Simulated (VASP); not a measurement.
# HfC in VASP: a series of runs

The runs below take HfC through single point, with PBE, LDA, PBEsol.

Everything below comes from runs of VASP 6.6.1. Logs are shortened: lines on timing, memory, paths and dates and some standing lists are left out, and cuts for length are marked.

## (1) The cell of the first run

Symmetry: R-3m, No. 166, trigonal system. Conventional cell: a = 3.354 Å, b = 3.354 Å, c = 7.732 Å, α = 90.00°, β = 90.00°, γ = 120.00°. Hf (site symmetry -3m) has 6 C at 2.33 Å within 3.1 Å. Within 3.1 Å of C (site symmetry -3m) lie 6 Hf at 2.33 Å.

## (2) Single point, PBE (equal xy, yz and zx shear strains of -4 %)

INCAR reads:

```
SYSTEM = HfC
  ALGO = Normal
  EDIFF = 1E-6
  ENCUT = 520
  GGA = PE
  ISIF = 2
  ISMEAR = -1
  LASPH = .TRUE.
  LCHARG = .TRUE.
  LELF = .TRUE.
  LREAL = .FALSE.
  LVHAR = .TRUE.
  LWAVE = .FALSE.
  NBANDS = 14
  NELM = 100
  PREC = Accurate
  SIGMA = 0.05
```

KPOINTS reads:

```
k-points
0
G
  12 12 12
  0 0 0
```

POSCAR reads:

```
HfC
1.0
   -0.0930000000      2.2785000000      2.2785000000
    2.2785000000     -0.0930000000      2.2785000000
    2.2785000000      2.2785000000     -0.0930000000
Hf C
1 1
Direct
    0.5000000000      0.5000000000      0.5000000000
    0.0000000000      0.0000000000      0.0000000000
```

Potentials or basis: VASP PAW PBE potentials, release 64 (Hf_pv, C).

The run is started by

```bash
> cat potpaw_PBE.64/Hf_pv/POTCAR potpaw_PBE.64/C/POTCAR > POTCAR
> mpirun -np 1 vasp_std > vasp.out
```

OUTCAR:

```text
SYSTEM = HfC
   EDIFF = 1E-6
   ENCUT = 520
   GGA = PE
   ISIF = 2
   ISMEAR = -1
   LASPH = .TRUE.
   LREAL = .FALSE.
   NELM = 100
   PREC = Accurate

 ion  position               nearest neighbor table
   1  0.500  0.500  0.500-   2 2.33   2 2.33   2 2.33   2 2.33   2 2.33   2 2.33
   2  0.000  0.000  0.000-   1 2.33   1 2.33   1 2.33   1 2.33   1 2.33   1 2.33

  LATTYP: Found a trigonal (rhomboedric) cell.
 ALAT       =     3.2236273823
 COS(alpha) =     0.4588014981

  Lattice vectors:

 A1 = (  -0.0930000000,   2.2785000000,   2.2785000000)
 A2 = (   2.2785000000,  -0.0930000000,   2.2785000000)
 A3 = (   2.2785000000,   2.2785000000,  -0.0930000000)

Analysis of symmetry for initial positions (statically):
=====================================================================
 Subroutine PRICEL returns:
 Original cell was already a primitive cell.

 Routine SETGRP: Setting up the symmetry group for a
 trigonal (rhombohedral) supercell.

 Subroutine GETGRP returns: Found 12 space group operations
 (whereof 12 operations were pure point group operations)
 out of a pool of 12 trial point group operations.

The static configuration has the point symmetry D_3d.

Analysis of symmetry for dynamics (positions and initial velocities):
=====================================================================
 Subroutine PRICEL returns:
 Original cell was already a primitive cell.

 Routine SETGRP: Setting up the symmetry group for a
 trigonal (rhombohedral) supercell.

 Subroutine GETGRP returns: Found 12 space group operations
 (whereof 12 operations were pure point group operations)
 out of a pool of 12 trial point group operations.

The dynamic configuration has the point symmetry D_3d.

 Subroutine INISYM returns: Found 12 space group operations
 (whereof 12 operations are pure point group operations),
 and found     1 'primitive' translations

----------------------------------------------------------------------------------------

                                     Primitive cell

  volume of cell :      25.1056

  direct lattice vectors                    reciprocal lattice vectors
    -0.093000000  2.278500000  2.278500000    -0.206444585  0.215229461  0.215229461
     2.278500000 -0.093000000  2.278500000     0.215229461 -0.206444585  0.215229461
     2.278500000  2.278500000 -0.093000000     0.215229461  0.215229461 -0.206444585

  length of vectors
     3.223627382  3.223627382  3.223627382     0.367786362  0.367786362  0.367786362

  position of ions in fractional coordinates (direct lattice)
     0.500000000  0.500000000  0.500000000
     0.000000000  0.000000000  0.000000000

  ion indices of the primitive-cell ions
   primitive index   ion index
                 1           1
                 2           2

----------------------------------------------------------------------------------------

 KPOINTS: k-points

Automatic generation of k-mesh.
 Grid dimensions read from file:
 generate k-points for:   12   12   12

 Generating k-lattice:

  Cartesian coordinates                     Fractional coordinates (reciprocal lattice)
    -0.017203715  0.017935788  0.017935788     0.083333333  0.000000000 -0.000000000
     0.017935788 -0.017203715  0.017935788     0.000000000  0.083333333 -0.000000000
     0.017935788  0.017935788 -0.017203715     0.000000000  0.000000000  0.083333333

  Length of vectors
     0.030648864  0.030648864  0.030648864

  Shift w.r.t. Gamma in fractional coordinates (k-lattice)
     0.000000000  0.000000000  0.000000000

 Subroutine IBZKPT returns following result:
 ===========================================

 Found    189 irreducible k-points:

 Following reciprocal coordinates:
            Coordinates               Weight
  0.000000  0.000000  0.000000      1.000000
  0.083333  0.000000 -0.000000      6.000000
  0.166667  0.000000  0.000000      6.000000
  0.250000  0.000000  0.000000      6.000000
  0.333333  0.000000  0.000000      6.000000
  0.416667 -0.000000 -0.000000      6.000000
[... 16 lines left out ...]
  0.500000  0.166667 -0.000000     12.000000
 -0.416667  0.166667 -0.000000     12.000000
 [... further k-points ...]
   k-points           NKPTS =    189   k-points in BZ     NKDIM =    189   number of bands    NBANDS=     14
   number of dos      NEDOS =    301   number of ions     NIONS =      2
   total plane-waves  NPLWV =  13824
   dimension x,y,z NGX =    24 NGY =   24 NGZ =   24
   dimension x,y,z NGXF=    48 NGYF=   48 NGZF=   48
   ions per type =               1   1
   NGX,Y,Z   is equivalent  to a cutoff of  12.38, 12.38, 12.38 a.u.
   NGXF,Y,Z  is equivalent  to a cutoff of  24.75, 24.75, 24.75 a.u.
 SYSTEM =  HfC
   PREC   = accura    normal or accurate (medium, high low for compatibility)
   ISTART =      0    job   : 0-new  1-cont  2-samecut
   ICHARG =      2    charge: 1-file 2-atom 10-const
   ISPIN  =      1    spin polarized calculation?
   LNONCOLLINEAR =      F non collinear calculations
   LSORBIT =      F    spin-orbit coupling
   LASPH  =      T    aspherical Exc in radial PAW
   ENCUT  =  520.0 eV  38.22 Ry    6.18 a.u.   5.99  5.99  5.99*2*pi/ulx,y,z
   NELM   =    100;   NELMIN=  2; NELMDL= -5     # of ELM steps
   EDIFF  = 0.1E-05   stopping-criterion for ELM
   LREAL  =      F    real-space projection
   EDIFFG = 0.1E-04   stopping-criterion for IOM
   NSW    =      0    number of steps for IOM
   IBRION =     -1    ionic relax: 0-MD 1-quasi-New 2-CG
   NFREE  =      0    steps in history (QN), initial steepest desc. (CG)
   ISIF   =      2    stress and relaxation
   ISYM   =      2    0-nonsym 1-usesym 2-fastsym
   POTIM  = 0.5000    time-step for ionic-motion
   TEBEG  =    0.0;   TEEND  =   0.0 temperature during run
   PSTRESS=    0.0 pullay stress
   NELECT =      14.0000    total number of electrons
   NUPDOWN=      -1.0000    fix difference up-down
   EMIN   =  10.00;   EMAX   =-10.00  energy-range for DOS
   EFERMI =   0.00;   METHOD = LEGACY
   ISMEAR =    -1;   SIGMA  =   0.05  broadening in eV -4-tet -1-fermi 0-gaus
   EFERMI_NEDOS =   21; number of points for ismear=-14 and -15
   IALGO  =     38    algorithm
   IMIX   =      4    mixing-type and parameters
     AMIX     =   0.40;   BMIX     =  1.00
     AMIX_MAG =   1.60;   BMIX_MAG =  1.00
  volume/ion in A,a.u.               =      12.55        84.71
  Fermi-wavevector in a.u.,A,eV,Ry     =   1.347496  2.546397 24.704703  1.815744
  Thomas-Fermi vector in A             =   2.475241
   LORBIT       =      0    0 simple, 1 ext, 2 COOP (PROOUT), +10 PAW based schemes
   GGA     = PE    functional components
   LHFCALC =     F    Hartree Fock is set to
   AEXX    =    0.0000 exact exchange contribution
   IVDW    =     0    specifies the selected vdW correction
   LEPSILON=     F    determine dielectric tensor
   LRPA    =     F    only Hartree local field effects (RPA)
 non-spin polarized calculation
  energy-cutoff  :      520.00
  volume of cell :       25.11
 maximum number of plane-waves:       694
   NGX = 11   NGY = 11   NGZ = 11

 number of electron      14.0000000 magnetization

 Free energy of the ion-electron system (eV)
  ---------------------------------------------------
  ext. energy  EPLUGINS =         0.00000000
  ---------------------------------------------------
  free energy    TOTEN  =       -20.98325903 eV

  energy without entropy =      -20.98050874  energy(sigma->0) =      -20.98188388

 E-fermi :   5.9541     XC(G=0): -12.2932

 val. band max:        5.8892788433   @ k =   0.4167   0.3333  -0.0000
 cond. band min:       5.9963015716   @ k =   0.4167   0.4167  -0.0000
 fundamental gap:      0.1070227283
 Fermi energy:         5.9541415752

 k-point     1 :       0.0000    0.0000    0.0000
  band No.  band energies     occupation
      1     -23.6184      2.00000
      2     -23.6184      2.00000
      3     -23.5775      2.00000
      4      -6.3527      2.00000
      5       6.8468      0.00000
      6       6.8468      0.00000
      7       7.0334      0.00000
      8       7.0334      0.00000
      9       7.2259      0.00000
     10       7.8983      0.00000
     11       9.4120      0.00000
     12       9.4120      0.00000
     13      12.8928      0.00000
     14      17.0221      0.00000

 k-point     2 :       0.0833    0.0000   -0.0000
  band No.  band energies     occupation
      1     -23.6620      2.00000
      2     -23.6211      2.00000
      3     -23.5864      2.00000
      4      -6.1818      2.00000
      5       5.7237      1.98026
      6       6.0140      0.46427
      7       6.4734      0.00006
      8       7.4534      0.00000
      9       7.7602      0.00000
     10       8.2282      0.00000
     11      10.1729      0.00000
     12      10.2101      0.00000
     13      13.2550      0.00000
     14      17.4692      0.00000

 k-point     3 :       0.1667    0.0000    0.0000
  band No.  band energies     occupation
      1     -23.7874      2.00000
      2     -23.6287      2.00000
      3     -23.6021      2.00000
      4      -5.6930      2.00000
      5       4.2826      2.00000
      6       4.9620      2.00000
      7       5.4628      1.99989
      8       7.9764      0.00000
      9       8.3504      0.00000
     10       8.7128      0.00000
     11      11.7160      0.00000
     12      11.7272      0.00000
     13      14.1275      0.00000
     14      18.6270      0.00000
[... 324 lines left out ...]
 k-point    23 :       0.5000    0.1667   -0.0000
  band No.  band energies     occupation
      1     -24.2130      2.00000
      2     -23.7660      2.00000
      3     -23.6939      2.00000
      4      -3.2183      2.00000
      5       0.6910      2.00000
      6       3.0855      2.00000
      7       3.8428      2.00000
      8       8.7918      0.00000
      9      11.1684      0.00000
     10      12.4229      0.00000
     11      14.2823      0.00000
     12      15.3525      0.00000
     13      17.2176      0.00000
     14      18.5504      0.00000

 k-point    24 :      -0.4167    0.1667   -0.0000
  band No.  band energies     occupation
      1     -24.2095      2.00000
      2     -23.7897      2.00000
      3     -23.6802      2.00000
      4      -3.0613      2.00000
      5       0.5100      2.00000
      6       3.1143      2.00000
      7       3.6008      2.00000
      8       9.8454      0.00000
      9      10.7144      0.00000
     10      11.6061      0.00000
     11      14.5563      0.00000
     12      16.0456      0.00000
     13      16.7122      0.00000
     14      19.2220      0.00000

 [... further k-points ...]

------------------------ aborting loop because EDIFF is reached ----------------------------------------

  FORCE on cell =-STRESS in cart. coord.  units (eV):
  Direction    XX          YY          ZZ          XY          YZ          ZX
  --------------------------------------------------------------------------------------
  -------------------------------------------------------------------------------------
  Total       -0.0271877     -0.0271877     -0.0271877      1.0196657      1.0196657      1.0196657
  in kB       -1.7350496     -1.7350496     -1.7350496     65.0725705     65.0725705     65.0725705
  external PRESSURE =      -1.7350496 kB  Pullay stress =       0.0000000 kB

 VOLUME and BASIS-vectors are now :
 -----------------------------------------------------------------------------
  energy-cutoff  :      520.00
  volume of cell :       25.11
      direct lattice vectors                 reciprocal lattice vectors
    -0.093000000  2.278500000  2.278500000    -0.206444585  0.215229461  0.215229461
     2.278500000 -0.093000000  2.278500000     0.215229461 -0.206444585  0.215229461
     2.278500000  2.278500000 -0.093000000     0.215229461  0.215229461 -0.206444585

 POSITION                                       TOTAL-FORCE (eV/Angst)
 -----------------------------------------------------------------------------------
      2.23200      2.23200      2.23200         0.000000      0.000000      0.000000
      0.00000      0.00000      0.00000        -0.000000     -0.000000     -0.000000
 -----------------------------------------------------------------------------------
    total drift:                                0.000000     -0.000000      0.000000

  FREE ENERGIE OF THE ION-ELECTRON SYSTEM (eV)
  ---------------------------------------------------
  free  energy   TOTEN  =       -20.9832590254 eV

  energy  without entropy=      -20.9805087405  energy(sigma->0) =      -20.98188388
```

Run time: 64 s. Hardware: 1 thread of AMD EPYC 7R13 (Zen 3), shared host; peak memory 0.16 GiB.

What came out:

```
Free energy            : -20.9833 eV
Pressure               : -0.2 GPa
Band gap on the k mesh : zero (band 7 reaches 7.03 eV, above the bottom of band 8 at 5.83 eV)
```

Levels at points of the mesh, in eV from the Fermi level:
```
           k point  band 5  band 6  band 7  band 8  band 9  band 10
(0.00, 0.00, 0.00)    0.89    0.89    1.08    1.08    1.27     1.94
(0.50, 0.00, 0.00)   -6.17   -3.13   -2.53    4.79    5.00     6.36
(0.50, 0.50, 0.00)   -2.59   -1.77   -0.29    0.14    5.26     6.53
(0.50, 0.50, 0.50)   -6.03   -3.32   -3.32    5.67    5.67     5.99
```

Caveat: the cell differs from its parent crystal (equal xy, yz and zx shear strains of -4 %); spin-orbit coupling is left out, which moves the levels of the heavy elements.

## (3) Single point, LDA

INCAR reads:

```
  PREC = Accurate
  ENCUT = 520
  EDIFF = 1E-6
  ISMEAR = -1
  SIGMA = 0.05
  LREAL = F
  LASPH = T
  NELM = 100
  ALGO = Normal
  ISIF = 2
  LWAVE = F
  LCHARG = F
  NBANDS = 14
```

KPOINTS reads:

```
Automatic mesh
0
Gamma
  12 12 12
```

POSCAR reads:

```
HfC
1.0
    0.0000000000      2.3250000000      2.3250000000
    2.3250000000      0.0000000000      2.3250000000
    2.3250000000      2.3250000000      0.0000000000
Hf C
1 1
Direct
    0.5000000000      0.5000000000      0.5000000000
    0.0000000000      0.0000000000      0.0000000000
```

Potentials or basis: VASP PAW LDA potentials, release 64 (Hf_pv, C).

The run is started by

```bash
> cat potpaw_LDA.64/Hf_pv/POTCAR potpaw_LDA.64/C/POTCAR > POTCAR
> mpirun -np 1 vasp_std > vasp.out
```

OUTCAR:

```text
PREC = Accurate
   ENCUT = 520
   EDIFF = 1E-6
   ISMEAR = -1
   LREAL = F
   LASPH = T
   NELM = 100
   ISIF = 2

 ion  position               nearest neighbor table
   1  0.500  0.500  0.500-   2 2.33   2 2.33   2 2.33   2 2.33   2 2.33   2 2.33
   2  0.000  0.000  0.000-   1 2.33   1 2.33   1 2.33   1 2.33   1 2.33   1 2.33

  LATTYP: Found a face centered cubic cell.
 ALAT       =     4.6500000000

  Lattice vectors:

[... 593 lines left out ...]

------------------------ aborting loop because EDIFF is reached ----------------------------------------

  FORCE on cell =-STRESS in cart. coord.  units (eV):
  Direction    XX          YY          ZZ          XY          YZ          ZX
  --------------------------------------------------------------------------------------
  -------------------------------------------------------------------------------------
  Total       -1.8157557     -1.8157557     -1.8157557      0.0000000      0.0000000      0.0000000
  in kB     -115.7361751   -115.7361751   -115.7361751      0.0000000      0.0000000      0.0000000
  external PRESSURE =    -115.7361751 kB  Pullay stress =       0.0000000 kB

 VOLUME and BASIS-vectors are now :
 -----------------------------------------------------------------------------
  energy-cutoff  :      520.00
  volume of cell :       25.14
      direct lattice vectors                 reciprocal lattice vectors
     0.000000000  2.325000000  2.325000000    -0.215053763  0.215053763  0.215053763
     2.325000000  0.000000000  2.325000000     0.215053763 -0.215053763  0.215053763
     2.325000000  2.325000000  0.000000000     0.215053763  0.215053763 -0.215053763

 POSITION                                       TOTAL-FORCE (eV/Angst)
 -----------------------------------------------------------------------------------
      2.32500      2.32500      2.32500         0.000000     -0.000000     -0.000000
      0.00000      0.00000      0.00000        -0.000000      0.000000      0.000000
 -----------------------------------------------------------------------------------
    total drift:                                0.000000     -0.000000      0.000000

  FREE ENERGIE OF THE ION-ELECTRON SYSTEM (eV)
  ---------------------------------------------------
  free  energy   TOTEN  =       -22.8520121725 eV

  energy  without entropy=      -22.8496338906  energy(sigma->0) =      -22.85082303
```

stdout:

```text
POSCAR found type information on POSCAR HfC
 POSCAR found :  2 types and       2 ions
 scaLAPACK will be used
 LDA part: xc-table for (Slater(with rela. corr.)+CA(PZ))
 , standard interpolation
 POSCAR, INCAR and KPOINTS ok, starting setup
 FFT: planning ... GRIDC
 FFT: planning ... GRID_SOFT
 FFT: planning ... GRID
 WAVECAR not read
 entering main loop
```

It took 7 s on 1 thread of Intel Xeon 6975P-C (Granite Rapids), shared host; peak memory 0.14 GiB.

Results:

* Free energy: -22.8520 eV
* Pressure: -11.6 GPa
* Band gap on the k mesh: zero (band 7 reaches 6.87 eV, above the bottom of band 8 at 5.44 eV)

Caveat: spin-orbit coupling is left out, which moves the levels of the heavy elements.

(Continued in part 2 of 2.)
